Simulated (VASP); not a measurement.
Wanted: the native input for a VASP 6.6.1 run.

* Task: single point
* Functional: PBE
* Potentials or basis: VASP PAW PBE potentials, release 64 (Sc_sv, Rh_pv, Au)
* Cutoff: 520 eV
* k mesh: 8 × 8 × 8
* Occupations: gaussian, width 0.1 eV
* Spin: no spin polarisation
* Dipole correction: no
* Further INCAR settings: ALGO = Fast; EDIFF = 1e-06; NBANDS = 38

The structure of Sc3RhAu lies in POSCAR:

```
Sc3RhAu
1.0
    5.0584638020      0.0000000000      0.0000000000
    0.0000000000      5.0584638020      0.0000000000
    0.0000000000      0.0000000000      5.0584638020
Sc Rh Au
3 1 1
Direct
    0.5000000000      0.5000000000      0.0000000000
    0.0000000000      0.5000000000      0.5000000000
    0.5000000000      0.0000000000      0.5000000000
    0.0000000000      0.0000000000      0.0000000000
    0.5000000000      0.5000000000      0.5000000000
```

The cell was generated, and may not be a known phase.

These files were run (other wordings do the same):

INCAR

```
SYSTEM = Sc3RhAu
PREC = Accurate ; ENCUT = 520
EDIFF = 1E-6 ; ISMEAR = 0
SIGMA = 0.1 ; LREAL = .FALSE.
LASPH = .TRUE. ; NELM = 80
ALGO = Fast ; ISIF = 2
LWAVE = .FALSE. ; LCHARG = .FALSE.
GGA = PE ; NBANDS = 38
```

KPOINTS

```
regular mesh
0
G
  8 8 8
  0 0 0
```

Potentials or basis: VASP PAW PBE potentials, release 64 (Sc_sv, Rh_pv, Au).

Command:

```sh
$ cat potpaw_PBE.64/Sc_sv/POTCAR potpaw_PBE.64/Rh_pv/POTCAR potpaw_PBE.64/Au/POTCAR > POTCAR
$ mpirun -np 1 vasp_std > vasp.out
```

Results of the run:

The pressure is 0.1 GPa and the band gap on the k mesh is zero (an odd number of electrons rules out a gap without spin polarisation).

Caveat: spin-orbit coupling is left out, which moves the levels of the heavy elements.

Wall time 3.2 min on 1 thread of AMD EPYC 9R45 96-Core Processor (Zen 5) (shared host), peak memory 0.32 GiB.
